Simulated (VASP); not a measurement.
# NaCl in VASP: further runs, part 2 of 3

VASP 6.6.1. The steps go on from the part before.

### 3 Single point, PBE (uniaxial z strain -3.4%)

Contents of INCAR:

```
SYSTEM = NaCl
ALGO = Normal
EDIFF = 1E-6
ENCUT = 520
GGA = PE
ISIF = 2
ISMEAR = -1
LASPH = .TRUE.
LCHARG = .FALSE.
LREAL = .FALSE.
LWAVE = .FALSE.
NBANDS = 14
NELM = 100
PREC = Accurate
SIGMA = 0.02
```

Contents of KPOINTS:

```
k-points
0
G
  8 8 8
  0 0 0
```

Contents of POSCAR:

```
NaCl
1.0
    3.4595457890      0.0000000000      0.0000000000
    0.0000000000      3.4595457890      0.0000000000
    0.0000000000      0.0000000000      3.3426131413
Na Cl
1 1
Direct
    0.0000000000      0.0000000000      0.0000000000
    0.5000000000      0.5000000000      0.5000000000
```

Potentials or basis: VASP PAW PBE potentials, release 64 (Na_pv, Cl).

Launch:

```
cat potpaw_PBE.64/Na_pv/POTCAR potpaw_PBE.64/Cl/POTCAR > POTCAR
mpirun -np 1 vasp_std > vasp.out
```

OUTCAR:

```text
SYSTEM = NaCl
   EDIFF = 1E-6
   ENCUT = 520
   GGA = PE
   ISIF = 2
   ISMEAR = -1
   LASPH = .TRUE.
   LREAL = .FALSE.
   NELM = 100
   PREC = Accurate

 ion  position               nearest neighbor table
   1  0.000  0.000  0.000-
   2  0.500  0.500  0.500-

  LATTYP: Found a simple tetragonal cell.
 ALAT       =     3.4595457890
 C/A-ratio  =     0.9662000000

  Lattice vectors:

 A1 = (   3.4595457890,   0.0000000000,   0.0000000000)
 A2 = (   0.0000000000,   3.4595457890,   0.0000000000)
 A3 = (   0.0000000000,   0.0000000000,   3.3426131413)

Analysis of symmetry for initial positions (statically):
=====================================================================
 Subroutine PRICEL returns:
 Original cell was already a primitive cell.

 Routine SETGRP: Setting up the symmetry group for a
 simple tetragonal supercell.

 Subroutine GETGRP returns: Found 16 space group operations
 (whereof 16 operations were pure point group operations)
 out of a pool of 16 trial point group operations.

The static configuration has the point symmetry D_4h.

Analysis of symmetry for dynamics (positions and initial velocities):
=====================================================================
 Subroutine PRICEL returns:
 Original cell was already a primitive cell.

 Routine SETGRP: Setting up the symmetry group for a
 simple tetragonal supercell.

 Subroutine GETGRP returns: Found 16 space group operations
 (whereof 16 operations were pure point group operations)
 out of a pool of 16 trial point group operations.

The dynamic configuration has the point symmetry D_4h.

 Subroutine INISYM returns: Found 16 space group operations
 (whereof 16 operations are pure point group operations),
 and found     1 'primitive' translations

----------------------------------------------------------------------------------------

                                     Primitive cell

  volume of cell :      40.0059

  direct lattice vectors                    reciprocal lattice vectors
     3.459545789  0.000000000  0.000000000     0.289055287  0.000000000  0.000000000
     0.000000000  3.459545789  0.000000000     0.000000000  0.289055287  0.000000000
     0.000000000  0.000000000  3.342613141     0.000000000  0.000000000  0.299167136

  length of vectors
     3.459545789  3.459545789  3.342613141     0.289055287  0.289055287  0.299167136

  position of ions in fractional coordinates (direct lattice)
     0.000000000  0.000000000  0.000000000
     0.500000000  0.500000000  0.500000000

  ion indices of the primitive-cell ions
   primitive index   ion index
                 1           1
                 2           2

----------------------------------------------------------------------------------------

 KPOINTS: k-points

Automatic generation of k-mesh.
 Grid dimensions read from file:
 generate k-points for:    8    8    8

 Generating k-lattice:

  Cartesian coordinates                     Fractional coordinates (reciprocal lattice)
     0.036131911  0.000000000  0.000000000     0.125000000  0.000000000  0.000000000
     0.000000000  0.036131911  0.000000000     0.000000000  0.125000000  0.000000000
     0.000000000  0.000000000  0.037395892     0.000000000  0.000000000  0.125000000

  Length of vectors
[... 38 lines left out ...]
   number of dos      NEDOS =    301   number of ions     NIONS =      2
   total plane-waves  NPLWV =  21952
   dimension x,y,z NGX =    28 NGY =   28 NGZ =   28
   dimension x,y,z NGXF=    56 NGYF=   56 NGZF=   56
   ions per type =               1   1
   NGX,Y,Z   is equivalent  to a cutoff of  13.46, 13.46, 13.93 a.u.
   NGXF,Y,Z  is equivalent  to a cutoff of  26.91, 26.91, 27.85 a.u.
 SYSTEM =  NaCl
   PREC   = accura    normal or accurate (medium, high low for compatibility)
   ISTART =      0    job   : 0-new  1-cont  2-samecut
   ICHARG =      2    charge: 1-file 2-atom 10-const
   ISPIN  =      1    spin polarized calculation?
   LNONCOLLINEAR =      F non collinear calculations
   LSORBIT =      F    spin-orbit coupling
   LASPH  =      T    aspherical Exc in radial PAW
   ENCUT  =  520.0 eV  38.22 Ry    6.18 a.u.   6.43  6.43  6.22*2*pi/ulx,y,z
   NELM   =    100;   NELMIN=  2; NELMDL= -5     # of ELM steps
   EDIFF  = 0.1E-05   stopping-criterion for ELM
   LREAL  =      F    real-space projection
   EDIFFG = 0.1E-04   stopping-criterion for IOM
   NSW    =      0    number of steps for IOM
   IBRION =     -1    ionic relax: 0-MD 1-quasi-New 2-CG
   NFREE  =      0    steps in history (QN), initial steepest desc. (CG)
   ISIF   =      2    stress and relaxation
   ISYM   =      2    0-nonsym 1-usesym 2-fastsym
   POTIM  = 0.5000    time-step for ionic-motion
   TEBEG  =    0.0;   TEEND  =   0.0 temperature during run
   PSTRESS=    0.0 pullay stress
   NELECT =      14.0000    total number of electrons
   NUPDOWN=      -1.0000    fix difference up-down
   EMIN   =  10.00;   EMAX   =-10.00  energy-range for DOS
   EFERMI =   0.00;   METHOD = LEGACY
   ISMEAR =    -1;   SIGMA  =   0.02  broadening in eV -4-tet -1-fermi 0-gaus
   EFERMI_NEDOS =   21; number of points for ismear=-14 and -15
   IALGO  =     38    algorithm
   IMIX   =      4    mixing-type and parameters
     AMIX     =   0.40;   BMIX     =  1.00
     AMIX_MAG =   1.60;   BMIX_MAG =  1.00
  volume/ion in A,a.u.               =      20.00       134.99
  Fermi-wavevector in a.u.,A,eV,Ry     =   1.153655  2.180092 18.108275  1.330921
  Thomas-Fermi vector in A             =   2.290298
   LORBIT       =      0    0 simple, 1 ext, 2 COOP (PROOUT), +10 PAW based schemes
   GGA     = PE    functional components
   LHFCALC =     F    Hartree Fock is set to
   AEXX    =    0.0000 exact exchange contribution
   IVDW    =     0    specifies the selected vdW correction
   LEPSILON=     F    determine dielectric tensor
   LRPA    =     F    only Hartree local field effects (RPA)
 non-spin polarized calculation
  energy-cutoff  :      520.00
  volume of cell :       40.01
 maximum number of plane-waves:      1094
 NGX is ok and might be reduce to    28
   NGX = 13   NGY = 13   NGZ = 13

 number of electron      13.9999999 magnetization

 Free energy of the ion-electron system (eV)
  ---------------------------------------------------
  ext. energy  EPLUGINS =         0.00000000
  ---------------------------------------------------
  free energy    TOTEN  =        -6.43916925 eV

  energy without entropy =       -6.43916925  energy(sigma->0) =       -6.43916925

 E-fermi :   1.5617     XC(G=0):  -8.7442

 val. band max:        1.1004375695   @ k =   0.5000   0.5000   0.0000
 cond. band min:       5.1554612467   @ k =   0.0000   0.0000   0.0000
 fundamental gap:      4.0550236772
 Fermi energy:         1.5617371831

 k-point     1 :       0.0000    0.0000    0.0000
  band No.  band energies     occupation
      1     -21.0799      2.00000
      2     -21.0750      2.00000
      3     -21.0750      2.00000
      4     -12.6942      2.00000
      5       0.2888      2.00000
      6       0.2888      2.00000
      7       0.6113      2.00000
      8       5.1555      0.00000
      9       9.2744      0.00000
     10       9.6238      0.00000
     11      16.7537      0.00000
     12      17.1118      0.00000
     13      17.1118      0.00000
     14      17.3008      0.00000
[... 377 lines left out ...]
      1     -21.1206      2.00000
      2     -21.0836      2.00000
      3     -21.0757      2.00000
      4     -12.1979      2.00000
      5      -2.1315      2.00000
      6       0.1855      2.00000
      7       0.4299      2.00000
      8       9.0426      0.00000
      9       9.0831      0.00000
     10      11.1192      0.00000
     11      12.2021      0.00000
     12      14.0149      0.00000
     13      15.5167      0.00000
     14      16.8310      0.00000

 [... further k-points ...]

------------------------ aborting loop because EDIFF is reached ----------------------------------------

  FORCE on cell =-STRESS in cart. coord.  units (eV):
  Direction    XX          YY          ZZ          XY          YZ          ZX
  --------------------------------------------------------------------------------------
  -------------------------------------------------------------------------------------
  Total        0.3187192      0.3187192      1.0778365      0.0000000      0.0000000      0.0000000
  in kB       12.7642267     12.7642267     43.1657393      0.0000000      0.0000000      0.0000000
  external PRESSURE =      22.8980643 kB  Pullay stress =       0.0000000 kB

 VOLUME and BASIS-vectors are now :
 -----------------------------------------------------------------------------
  energy-cutoff  :      520.00
  volume of cell :       40.01
      direct lattice vectors                 reciprocal lattice vectors
     3.459545789  0.000000000  0.000000000     0.289055287  0.000000000  0.000000000
     0.000000000  3.459545789  0.000000000     0.000000000  0.289055287  0.000000000
     0.000000000  0.000000000  3.342613141     0.000000000  0.000000000  0.299167136

 POSITION                                       TOTAL-FORCE (eV/Angst)
 -----------------------------------------------------------------------------------
      0.00000      0.00000      0.00000         0.000000      0.000000      0.000000
      1.72977      1.72977      1.67131         0.000000      0.000000      0.000000
 -----------------------------------------------------------------------------------
    total drift:                               -0.000000      0.000000      0.000000

  FREE ENERGIE OF THE ION-ELECTRON SYSTEM (eV)
  ---------------------------------------------------
  free  energy   TOTEN  =        -6.4391692489 eV

  energy  without entropy=       -6.4391692489  energy(sigma->0) =       -6.43916925
```

It took 24 s on 1 thread of Intel Xeon Platinum 8259CL at 2.50GHz (Skylake/Cascade Lake), shared host; peak memory 0.17 GiB.

Results:

```
Free energy            : -6.4392 eV
Pressure               : 2.3 GPa
Band gap on the k mesh : 4.06 eV (least direct gap 4.54 eV)
```

Stress tensor (GPa, compression positive):
```
1.28 0.00 0.00
0.00 1.28 0.00
0.00 0.00 4.32
```

Caveat: the cell differs from its parent crystal (uniaxial z strain -3.4%); the structure was generated, so it needn't be the stable form of NaCl. A k mesh can miss the band edges.

### 4 Single point, r2SCAN (epitaxial 111 strain +0.9%)

Contents of POSCAR:

```
NaCl
1.0
    3.4597877194     -0.0302020726     -0.0302020726
   -0.0302020726      3.4597877194     -0.0302020726
   -0.0302020726     -0.0302020726      3.4597877194
Na Cl
1 1
Direct
    0.0000000000      0.0000000000      0.0000000000
    0.5000000000      0.5000000000      0.5000000000
```

Contents of INCAR.step1:

```
ALGO     = Normal         # electronic algorithm
EDIFF    = 1E-4           # SCF threshold, eV
ENCUT    = 520            # plane-wave cutoff, eV
GGA      = PE             # functional
ISMEAR   = 0              # smearing method
LASPH    = T              # aspherical terms in the spheres
LCHARG   = F              # write CHGCAR
LREAL    = F              # projectors in reciprocal space
LWAVE    = T              # write WAVECAR
NBANDS   = 14             # bands
NELM     = 80             # most SCF steps
PREC     = Accurate       # precision mode
SIGMA    = 0.01           # smearing width, eV
```

Contents of INCAR.step2:

```
ALGO     = Normal         # electronic algorithm
EDIFF    = 1E-6           # SCF threshold, eV
ENCUT    = 520            # plane-wave cutoff, eV
ISIF     = 2              # what is computed and relaxed
ISMEAR   = 0              # smearing method
ISTART   = 1            
LASPH    = T              # aspherical terms in the spheres
LCHARG   = F              # write CHGCAR
LMIXTAU  = T            
LREAL    = F              # projectors in reciprocal space
LWAVE    = F              # write WAVECAR
METAGGA  = R2SCAN         # meta-GGA
NBANDS   = 14             # bands
NELM     = 80             # most SCF steps
PREC     = Accurate       # precision mode
SIGMA    = 0.01           # smearing width, eV
```

Contents of KPOINTS:

```
k-points
0
Gamma
  8 8 8
```

Launch:

```
cat potpaw_PBE.64/Na_pv/POTCAR potpaw_PBE.64/Cl/POTCAR > POTCAR
cp INCAR.step1 INCAR
mpirun -np 1 vasp_std > vasp.out
cp INCAR.step2 INCAR
mpirun -np 1 vasp_std > vasp.out
```

Run time: 93 s. Hardware: 1 thread of Intel Xeon Platinum 8259CL at 2.50GHz (Skylake/Cascade Lake), shared host; peak memory 0.17 GiB.

It converged, with:

```
Free energy            : -13.4659 eV
Pressure               : -0.2 GPa
Band gap on the k mesh : 4.95 eV (least direct gap 5.46 eV)
```

Levels at points of the mesh, in eV from the valence-band top:
```csv
k point,band 5,band 6,band 7,band 8,band 9,band 10
"(0.00, 0.00, 0.00)",-0.59,-0.51,-0.51,4.95,9.15,9.15
"(0.50, 0.00, 0.00)",-3.12,-0.32,-0.26,7.82,9.80,11.24
"(0.50, 0.50, 0.00)",-2.46,-2.41,0.00,6.25,10.72,12.10
"(0.50, 0.50, 0.50)",-2.03,-2.03,-1.98,7.67,7.67,7.93
```

Caveat: the cell differs from its parent crystal (epitaxial 111 strain +0.9%); the structure was generated, so it needn't be the stable form of NaCl; the PAW data sets were made with another functional, which shifts forces and pressure a little. A k mesh can miss the band edges.

### 5 Single point, PBE (shear xy strain -1.7%)

Contents of INCAR:

```
PREC = Accurate
ENCUT = 520
EDIFF = 1E-7
ISMEAR = -1
SIGMA = 0.02
LREAL = False
LASPH = True
NELM = 100
ALGO = Normal
ISIF = 2
LWAVE = False
LCHARG = True
GGA = PE
LELF = True
LVHAR = True
NBANDS = 14
```

Contents of KPOINTS:

```
regular mesh
0
Gamma
  8 8 8
```

Contents of POSCAR:

```
NaCl
1.0
    3.4595457890     -0.0300980484      0.0000000000
   -0.0300980484      3.4595457890      0.0000000000
    0.0000000000      0.0000000000      3.4595457890
Na Cl
1 1
Direct
    0.0000000000      0.0000000000      0.0000000000
    0.5000000000      0.5000000000      0.5000000000
```

Launch:

```
cat potpaw_PBE.64/Na_pv/POTCAR potpaw_PBE.64/Cl/POTCAR > POTCAR
mpirun -np 1 vasp_std > vasp.out
```

It took 40 s on 1 thread of Intel Xeon Platinum 8259CL at 2.50GHz (Skylake/Cascade Lake), shared host; peak memory 0.18 GiB.

It converged, with:

| Item | Value |
| --- | --- |
| Free energy | -6.4628 eV |
| Pressure | 1.1 GPa |
| Band gap on the k mesh | 4.11 eV (least direct gap 4.60 eV) |

Levels at points of the mesh, in eV from the valence-band top:
```csv
k point,band 5,band 6,band 7,band 8,band 9,band 10
"(0.00, 0.00, 0.00)",-0.55,-0.52,-0.50,4.11,8.54,8.54
"(0.50, 0.00, 0.00)",-3.11,-0.27,-0.27,7.04,8.82,10.49
"(0.50, 0.50, 0.00)",-2.41,-2.37,0.00,5.54,9.96,11.18
"(0.00, 0.00, 0.50)",-3.11,-0.30,-0.25,7.04,8.82,10.50
"(0.50, 0.00, 0.50)",-2.39,-2.39,0.00,5.54,9.96,11.27
"(0.50, 0.50, 0.50)",-1.97,-1.96,-1.94,7.04,7.12,7.20
```

Caveat: the cell differs from its parent crystal (shear xy strain -1.7%); the structure was generated, so it needn't be the stable form of NaCl. A k mesh can miss the band edges.

### 6 Single point, r2SCAN (uniaxial z strain -3.4%)

Contents of POSCAR:

```
NaCl
1.0
    3.4595457890      0.0000000000      0.0000000000
    0.0000000000      3.4595457890      0.0000000000
    0.0000000000      0.0000000000      3.3426131413
Na Cl
1 1
Direct
    0.0000000000      0.0000000000      0.0000000000
    0.5000000000      0.5000000000      0.5000000000
```

Contents of INCAR.step1:

```
SYSTEM = NaCl
PREC = Accurate
ENCUT = 520
ISMEAR = 0
SIGMA = 0.01
LREAL = .FALSE.
LASPH = .TRUE.
NELM = 60
NBANDS = 14
GGA = PE
ALGO = Normal
EDIFF = 1E-4
LWAVE = .TRUE.
LCHARG = .FALSE.
```

Contents of INCAR.step2:

```
SYSTEM = NaCl
PREC = Accurate
ENCUT = 520
EDIFF = 1E-7
ISMEAR = 0
SIGMA = 0.01
LREAL = .FALSE.
LASPH = .TRUE.
NELM = 60
ALGO = Normal
ISIF = 2
LWAVE = .FALSE.
LCHARG = .FALSE.
METAGGA = R2SCAN
LMIXTAU = .TRUE.
NBANDS = 14
ISTART = 1
```

Contents of KPOINTS:

```
regular mesh
0
G
  8 8 8
  0 0 0
```

Potentials or basis: VASP PAW PBE potentials, release 64 (Na_pv, Cl).

Launch:

```
cat potpaw_PBE.64/Na_pv/POTCAR potpaw_PBE.64/Cl/POTCAR > POTCAR
cp INCAR.step1 INCAR
mpirun -np 1 vasp_std > vasp.out
cp INCAR.step2 INCAR
mpirun -np 1 vasp_std > vasp.out
```

OUTCAR:

```text
SYSTEM = NaCl
   PREC = Accurate
   ENCUT = 520
   EDIFF = 1E-7
   ISMEAR = 0
   LREAL = .FALSE.
   LASPH = .TRUE.
   NELM = 60
   ISIF = 2
   METAGGA = R2SCAN
   ISTART = 1

 ion  position               nearest neighbor table
   1  0.000  0.000  0.000-
   2  0.500  0.500  0.500-

  LATTYP: Found a simple tetragonal cell.
 ALAT       =     3.4595457890
 C/A-ratio  =     0.9662000000

  Lattice vectors:

 A1 = (   3.4595457890,   0.0000000000,   0.0000000000)
[... 592 lines left out ...]

 [... further k-points ...]

------------------------ aborting loop because EDIFF is reached ----------------------------------------

  FORCE on cell =-STRESS in cart. coord.  units (eV):
  Direction    XX          YY          ZZ          XY          YZ          ZX
  --------------------------------------------------------------------------------------
  -------------------------------------------------------------------------------------
  Total       -0.0565259     -0.0565259      0.7696601      0.0000000      0.0000000      0.0000000
  in kB       -2.2637791     -2.2637791     30.8237377      0.0000000      0.0000000      0.0000000
  external PRESSURE =       8.7653932 kB  Pullay stress =       0.0000000 kB

 VOLUME and BASIS-vectors are now :
 -----------------------------------------------------------------------------
  energy-cutoff  :      520.00
  volume of cell :       40.01
      direct lattice vectors                 reciprocal lattice vectors
     3.459545789  0.000000000  0.000000000     0.289055287  0.000000000  0.000000000
     0.000000000  3.459545789  0.000000000     0.000000000  0.289055287  0.000000000
     0.000000000  0.000000000  3.342613141     0.000000000  0.000000000  0.299167136

 POSITION                                       TOTAL-FORCE (eV/Angst)
 -----------------------------------------------------------------------------------
      0.00000      0.00000      0.00000         0.000000      0.000000      0.000000
      1.72977      1.72977      1.67131         0.000000      0.000000      0.000000
 -----------------------------------------------------------------------------------
    total drift:                               -0.000000      0.000000      0.000000

  FREE ENERGIE OF THE ION-ELECTRON SYSTEM (eV)
  ---------------------------------------------------
  free  energy   TOTEN  =       -13.4531717252 eV

  energy  without entropy=      -13.4531717252  energy(sigma->0) =      -13.45317173
```

OUTCAR.step1:

```text
SYSTEM = NaCl
   PREC = Accurate
   ENCUT = 520
   ISMEAR = 0
   LREAL = .FALSE.
   LASPH = .TRUE.
[... 631 lines left out ...]
      0.00000      0.00000      0.00000         0.000000      0.000000      0.000000
      1.72977      1.72977      1.67131         0.000000      0.000000      0.000000
 -----------------------------------------------------------------------------------
    total drift:                               -0.000000      0.000000      0.000000

  FREE ENERGIE OF THE ION-ELECTRON SYSTEM (eV)
  ---------------------------------------------------
  free  energy   TOTEN  =        -6.4391719883 eV

  energy  without entropy=       -6.4391719883  energy(sigma->0) =       -6.43917199
```

OSZICAR.step1:

```text
N       E                     dE             d eps       ncg     rms          rms(c)
DAV:   1     0.994865740148E+02    0.99487E+02   -0.71626E+03  2126   0.105E+03
DAV:   2     0.637823156798E+00   -0.98849E+02   -0.90392E+02  2378   0.276E+02
DAV:   3    -0.657699020233E+01   -0.72148E+01   -0.71749E+01  2676   0.694E+01
DAV:   4    -0.667934027198E+01   -0.10235E+00   -0.10231E+00  2442   0.890E+00
DAV:   5    -0.668156042910E+01   -0.22202E-02   -0.22200E-02  2778   0.134E+00    0.241E+00
DAV:   6    -0.646818942395E+01    0.21337E+00   -0.28065E-01  2756   0.345E+00    0.171E+00
DAV:   7    -0.643927148132E+01    0.28918E-01   -0.91396E-02  3016   0.188E+00    0.117E+00
DAV:   8    -0.643936754009E+01   -0.96059E-04   -0.10467E-02  2274   0.945E-01    0.448E-01
DAV:   9    -0.643911272676E+01    0.25481E-03   -0.49628E-04  2568   0.170E-01    0.185E-01
DAV:  10    -0.643917198831E+01   -0.59262E-04   -0.19611E-04  2412   0.111E-01
   1 F= -.64391720E+01 E0= -.64391720E+01  d E =-.612113E-14
```

Wall time 1.8 min (1 thread of Intel Xeon Platinum 8259CL at 2.50GHz (Skylake/Cascade Lake), shared host); peak memory 0.18 GiB.

What came out:

```yaml
Free_energy: -13.4532 eV
Pressure: 0.9 GPa
Band_gap_on_the_k_mesh: 4.90 eV (least direct gap 5.41 eV)
```

Stress tensor (GPa, compression positive):
```
-0.23  0.00  0.00
 0.00 -0.23  0.00
 0.00  0.00  3.08
```

Caveat: the cell differs from its parent crystal (uniaxial z strain -3.4%); the structure was generated, so it needn't be the stable form of NaCl; the PAW data sets were made with another functional, which shifts forces and pressure a little.

(Part 2 of 3 ends here.)
